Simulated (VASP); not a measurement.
# CdI2 (P-3m1) in VASP: further runs, part 2 of 2

VASP 6.6.1. The steps go on from the part before.

### 6 Single point, r2SCAN (39.29 Å³/atom)

This run uses another cell than the first one, of 39.29 Å³/atom.

Input file POSCAR:

```
CdI2
1.0
    4.3062547087      0.0000000000      0.0000000000
   -2.1531273544      3.7293259729      0.0000000000
    0.0000000000      0.0000000000      7.3392775794
Cd I
1 2
Direct
    0.0000000000      0.0000000000      0.0000000000
    0.3333333333      0.6666666667      0.2332228082
    0.6666666667      0.3333333333      0.7667771918
```

Input file INCAR.step1:

```
SYSTEM = CdI2
PREC     = Accurate       ! precision mode
ENCUT    = 550            ! plane-wave cutoff, eV
ISMEAR   = 0              ! smearing method
SIGMA    = 0.02           ! smearing width, eV
LREAL    = .False.        ! projectors in reciprocal space
LASPH    = .True.         ! aspherical terms in the spheres
NELM     = 120            ! most SCF steps
NBANDS   = 20             ! bands
GGA      = PE             ! functional
ALGO     = Normal         ! electronic algorithm
EDIFF    = 1E-5           ! SCF threshold, eV
LWAVE    = .True.         ! write WAVECAR
LCHARG   = .False.        ! write CHGCAR
GGA_COMPAT= .False.
```

Input file INCAR.step2:

```
SYSTEM = CdI2
PREC     = Accurate       ! precision mode
ENCUT    = 550            ! plane-wave cutoff, eV
EDIFF    = 1E-6           ! SCF threshold, eV
ISMEAR   = 0              ! smearing method
SIGMA    = 0.02           ! smearing width, eV
LREAL    = .False.        ! projectors in reciprocal space
LASPH    = .True.         ! aspherical terms in the spheres
NELM     = 120            ! most SCF steps
ALGO     = Normal         ! electronic algorithm
ISIF     = 2              ! what is computed and relaxed
LWAVE    = .False.        ! write WAVECAR
LCHARG   = .True.         ! write CHGCAR
METAGGA  = R2SCAN         ! meta-GGA
LMIXTAU  = .True.       
LELF     = .True.         ! ELF
LVHAR    = .True.       
NBANDS   = 20             ! bands
ISTART   = 1            
GGA_COMPAT= .False.
```

Input file KPOINTS:

```
regular mesh
0
Gamma
  6 6 4
  0 0 0
```

Potentials or basis: VASP PAW PBE potentials, release 64 (Cd, I).

On the command line:

```sh
$ cat potpaw_PBE.64/Cd/POTCAR potpaw_PBE.64/I/POTCAR > POTCAR
$ cp INCAR.step1 INCAR
$ mpirun -np 1 vasp_std > vasp.out
$ cp INCAR.step2 INCAR
$ mpirun -np 1 vasp_std > vasp.out
```

OUTCAR:

```text
SYSTEM = CdI2
   PREC = Accurate
   ENCUT = 550
   EDIFF = 1E-6
   ISMEAR = 0
   LREAL = .False.
   LASPH = .True.
   NELM = 120
   ISIF = 2
   METAGGA = R2SCAN
   ISTART = 1

 ion  position               nearest neighbor table
   1  0.000  0.000  0.000-   2 3.02   3 3.02   3 3.02   2 3.02   3 3.02   2 3.02
   2  0.333  0.667  0.233-   1 3.02   1 3.02   1 3.02
   3  0.667  0.333  0.767-   1 3.02   1 3.02   1 3.02

  LATTYP: Found a hexagonal cell.
 ALAT       =     4.3062547087
 C/A-ratio  =     1.7043296497

  Lattice vectors:

 A1 = (   4.3062547087,   0.0000000000,   0.0000000000)
 A2 = (  -2.1531273544,   3.7293259729,   0.0000000000)
 A3 = (   0.0000000000,   0.0000000000,   7.3392775794)

Analysis of symmetry for initial positions (statically):
=====================================================================
 Subroutine PRICEL returns:
 Original cell was already a primitive cell.

 Routine SETGRP: Setting up the symmetry group for a
 hexagonal supercell.

[... 163 lines left out ...]
  ---------------------------------------------------
  free energy    TOTEN  =       -71.37139326 eV

  energy without entropy =      -71.37139326  energy(sigma->0) =      -71.37139326

 E-fermi :   0.9831     XC(G=0):  -8.4734

 val. band max:        0.8309721517   @ k =   0.1667  -0.0000   0.2500
 cond. band min:       3.6858692245   @ k =   0.5000   0.0000   0.5000
 fundamental gap:      2.8548970728
 Fermi energy:         0.9831372058

 k-point     1 :       0.0000    0.0000    0.0000
  band No.  band energies     occupation
      1     -11.3737      2.00000
      2     -10.7779      2.00000
      3      -6.9137      2.00000
      4      -6.9137      2.00000
      5      -6.7880      2.00000
      6      -6.7224      2.00000
[... 541 lines left out ...]
     19      10.2727      0.00000
     20      10.3015      0.00000

------------------------ aborting loop because EDIFF is reached ----------------------------------------

  FORCE on cell =-STRESS in cart. coord.  units (eV):
  Direction    XX          YY          ZZ          XY          YZ          ZX
  --------------------------------------------------------------------------------------
  -------------------------------------------------------------------------------------
  Total       -0.1356169     -0.1356169     -0.0902107      0.0000000      0.0000000      0.0000000
  in kB       -1.8434908     -1.8434908     -1.2262677      0.0000000      0.0000000      0.0000000
  external PRESSURE =      -1.6377498 kB  Pullay stress =       0.0000000 kB

 VOLUME and BASIS-vectors are now :
 -----------------------------------------------------------------------------
  energy-cutoff  :      550.00
  volume of cell :      117.86
      direct lattice vectors                 reciprocal lattice vectors
     4.306254709  0.000000000  0.000000000     0.232220356  0.134072485  0.000000000
    -2.153127354  3.729325973  0.000000000     0.000000000  0.268144970  0.000000000
     0.000000000  0.000000000  7.339277579     0.000000000  0.000000000  0.136253192

 POSITION                                       TOTAL-FORCE (eV/Angst)
 -----------------------------------------------------------------------------------
      0.00000      0.00000      0.00000        -0.000000      0.000000      0.000000
     -0.00000      2.48622      1.71169         0.000000      0.000000      0.015177
      2.15313      1.24311      5.62759        -0.000000     -0.000000     -0.015177
 -----------------------------------------------------------------------------------
    total drift:                                0.000000      0.000000     -0.000000

  FREE ENERGIE OF THE ION-ELECTRON SYSTEM (eV)
  ---------------------------------------------------
  free  energy   TOTEN  =       -71.3713932575 eV

  energy  without entropy=      -71.3713932575  energy(sigma->0) =      -71.37139326
```

OUTCAR.step1:

```text
SYSTEM = CdI2
   PREC = Accurate
   ENCUT = 550
   ISMEAR = 0
   LREAL = .False.
   LASPH = .True.
   NELM = 120
[... 774 lines left out ...]
      0.00000      0.00000      0.00000         0.000000      0.000000      0.000000
     -0.00000      2.48622      1.71169        -0.000000     -0.000000      0.077666
      2.15313      1.24311      5.62759         0.000000      0.000000     -0.077666
 -----------------------------------------------------------------------------------
    total drift:                                0.000000      0.000000     -0.000000

  FREE ENERGIE OF THE ION-ELECTRON SYSTEM (eV)
  ---------------------------------------------------
  free  energy   TOTEN  =        -5.5407756725 eV

  energy  without entropy=       -5.5407756725  energy(sigma->0) =       -5.54077567
```

Run time: 2.1 min. Hardware: 1 thread of Intel Xeon 6975P-C (Granite Rapids), shared host; peak memory 0.31 GiB.

Results:

```yaml
Free_energy: -71.3714 eV
Pressure: -0.2 GPa
Largest_force: 0.015 eV/Å
Band_gap_on_the_k_mesh: 2.85 eV (least direct gap 3.11 eV)
```

Forces in eV/Å, atoms in the order of the input:
```
Cd   0.000  0.000  0.000
I    0.000  0.000  0.015
I    0.000  0.000 -0.015
```

Caveat: the PAW data sets were made with another functional, which shifts forces and pressure a little; spin-orbit coupling is left out, which moves the levels of the heavy elements.

### 7 The runs side by side

| cell | gap on the mesh (eV) | pressure (GPa) | largest force (eV/Å) |
| --- | --- | --- | --- |
| a = 4.240, b = 4.240, c = 6.909 Å, angles 90.0, 90.0, 120.0°, 3 atoms, atomic positions A | 2.80 | 1.0 | 0.02 |
| a = 4.267, b = 4.267, c = 7.040 Å, angles 90.0, 90.0, 120.0°, 3 atoms, atomic positions B | 2.82 | 0.5 | 0.02 |
| a = 4.291, b = 4.291, c = 7.176 Å, angles 90.0, 90.0, 120.0°, 3 atoms, atomic positions C | 2.84 | 0.1 | 0.02 |
| a = 4.306, b = 4.306, c = 7.339 Å, angles 90.0, 90.0, 120.0°, 3 atoms, atomic positions D | 2.85 | -0.2 | 0.02 |

Alike in all rows: task single point; level r2SCAN; potentials or basis VASP PAW PBE potentials, release 64 (Cd, I); no spin polarisation; k mesh 6 × 6 × 4; cutoff (eV) 550; smearing gaussian 0.02 eV.

Caveats: the PAW data sets were made with another functional, which shifts forces and pressure a little; spin-orbit coupling is left out, which moves the levels of the heavy elements.

Total energies depend on the potentials used, so only differences within one code and one set of settings carry meaning.
